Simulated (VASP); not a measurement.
Set up this calculation in VASP 6.6.1, as the native input.

```yaml
Task: single point
Functional: LDA
Potentials_or_basis: VASP PAW LDA potentials, release 64 (Cu, O)
Cutoff: 520 eV
k_mesh: 9 × 9 × 9
Occupations: fermi-dirac, width 0.05 eV
Spin: no spin polarisation
Dipole_correction: no
Further_INCAR_settings: ALGO = Normal; EDIFF = 1e-06; NBANDS = 16
```

The structure of CuO lies in POSCAR:

```
CuO
1.0
    0.0000004476      2.0615008224      2.0610436551
    2.0616518736      0.0000006095      2.0610434933
    2.0616393299      2.0614881168      0.0000131532
Cu O
1 1
Direct
    0.0000025783      0.0000019647      0.9999911432
    0.4999974217      0.4999980353      0.5000088568
```

These files were run (other wordings do the same):

INCAR

```
SYSTEM = CuO
PREC = Accurate
ENCUT = 520
EDIFF = 1E-6
ISMEAR = -1
SIGMA = 0.05
LREAL = .FALSE.
LASPH = .TRUE.
NELM = 60
ALGO = Normal
ISIF = 2
LWAVE = .FALSE.
LCHARG = .FALSE.
GGA = CA
NBANDS = 16
```

KPOINTS

```
Automatic mesh
0
G
  9 9 9
  0 0 0
```

Potentials or basis: VASP PAW LDA potentials, release 64 (Cu, O).

Launch:

```bash
$ cat potpaw_LDA.64/Cu/POTCAR potpaw_LDA.64/O/POTCAR > POTCAR
$ mpirun -np 1 vasp_std > vasp.out
```

Results of the run:

```
Pressure : 0.7 GPa
```

Caveat: an odd number of electrons without spin polarisation forces a metal; a magnetic or distorted state may lie lower.

Run time: 48 s on 1 thread of AMD EPYC 7R13 Processor (Zen 3), with other jobs on the host, peak memory 0.14 GiB.
